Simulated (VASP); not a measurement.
Mg3BiSb, 5 atoms in the cell. The structure is trigonal, space group P3m1 (No. 156). The conventional cell has a = 4.650 Å, b = 4.650 Å, c = 7.362 Å, α = 90.00°, β = 90.00°, γ = 120.00°. Within 4.1 Å of Mg (site symmetry 3m) lie 3 Sb at 3.13 Å and 3 Bi at 3.16 Å and 6 Mg at 3.77 to 3.88 Å. Mg (site symmetry 3m) has 3 Sb at 2.88 Å and 1 Bi at 3.05 Å and 6 Mg at 3.30 to 3.77 Å within 3.8 Å. Mg (site symmetry 3m) has 3 Bi at 2.91 Å and 1 Sb at 2.94 Å and 6 Mg at 3.30 to 3.88 Å within 3.9 Å. Sb (site symmetry 3m) has 7 Mg at 2.88 to 3.13 Å within 3.8 Å. Bi (site symmetry 3m) has 7 Mg at 2.91 to 3.16 Å within 3.8 Å. 

| Item | Value |
| --- | --- |
| Program | VASP 6.6.1 |
| Task | single point |
| Functional | PBE |
| Potentials or basis | VASP PAW PBE potentials, release 64 (Mg, Sb, Bi_d) |
| Cutoff | 520 eV |
| k mesh | 12 × 12 × 6 |
| Occupations | gaussian, width 0.01 eV |
| Spin | no spin polarisation |
| Dipole correction | no |
| Further INCAR settings | ALGO = Fast; EDIFF = 1e-06; NBANDS = 21 |

Potentials or basis: VASP PAW PBE potentials, release 64 (Mg, Sb, Bi_d).

The run is started by

```console
$ cat potpaw_PBE.64/Mg/POTCAR potpaw_PBE.64/Sb/POTCAR potpaw_PBE.64/Bi_d/POTCAR > POTCAR
$ mpirun -np 1 vasp_std > vasp.out
```

Hardware: 1 thread of AMD EPYC 7R13 Processor (Zen 3), on a shared host.

How long does it take, and how much memory?

It took 3.7 min on 1 thread of AMD EPYC 7R13 Processor (Zen 3), with other jobs on the host, peak memory 0.45 GiB. Counts: scf iterations 14, k points 100.
